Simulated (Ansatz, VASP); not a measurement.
## Al3P2 in VASP and in Ansatz

Contents of INCAR:

```
ALGO = Normal ; EDIFF = 1E-7
EDIFFG = -0.01 ; ENCUT = 600
GGA = PE ; IBRION = 2
ISIF = 3 ; ISMEAR = 0
LASPH = T ; LCHARG = F
LREAL = F ; LWAVE = F
NELM = 60 ; NSW = 100
PREC = Accurate ; SIGMA = 0.1
```

Contents of KPOINTS:

```
k-points
0
Gamma
  10 10 8
```

Contents of POSCAR:

```
Al3P2
1.0
    4.2562750741      0.0000000000      0.0000000000
    0.0000000000      4.2562750741      0.0000000000
    0.0000000000      0.0000000000      5.6704868019
Al P
3 2
Direct
    0.5000000000      0.0000000000      0.9886979634
    0.0000000000      0.5000000000      0.9886979634
    0.0000000000      0.0000000000      0.3268492573
    0.0000000000      0.0000000000      0.7517061438
    0.5000000000      0.5000000000      0.2140485923
```

Input for Ansatz:

```yaml
crystal:
  lattice:
    - [4.2562750741, 0.0, 0.0]
    - [0.0, 4.2562750741, 0.0]
    - [0.0, 0.0, 5.6704868019]
  atoms:
    - { symbol: Al, position: [0.5, 0.0, 0.9886979634] }
    - { symbol: Al, position: [0.0, 0.5, 0.9886979634] }
    - { symbol: Al, position: [0.0, 0.0, 0.3268492573] }
    - { symbol: P, position: [0.0, 0.0, 0.7517061438] }
    - { symbol: P, position: [0.5, 0.5, 0.2140485923] }
basis:
  ecutwfc: 420
kpoints:
  mp_grid: { grid: [10, 10, 8] }
hamiltonian:
  xc: pbe
scf:
  occupations: { method: gaussian, width: 0.1 }
output:
  forces: true
  stress: true
  eigenvalues: true
relax:
  adjacent_minimum: "off"
  f_tol: 0.01
  max_steps: 80
  cell: { stress_tol: 0.05 }
```

Change from the starting cell: species swapped into the Cu3Te2 type (P4mm, No. 99).

Alike in both runs: task relaxation of cell and atoms; functional PBE; k mesh 10 × 10 × 8; occupations gaussian, width 0.1 eV; no spin polarisation.

|  | VASP | Ansatz |
| --- | --- | --- |
| version | VASP 6.6.1 | Ansatz 0.2.0 |
| potentials or method | VASP PAW PBE potentials, release 64 (Al, P), cutoff 600 eV | scalar-relativistic, plane waves, PAW |
| valence electrons in the cell | 19 | 19 |

```csv
,VASP,Ansatz,Ansatz less VASP
"gap on the k mesh at the Fermi level, each at its own relaxed structure (eV)",none,none,-
relaxed volume (Å³/atom),20.52,20.54,+0.021
relaxed cell length with the largest relative difference (Å),4.255,4.258,+0.0026
```

A gap of «none» marks a metal or a gap that the smearing closes.
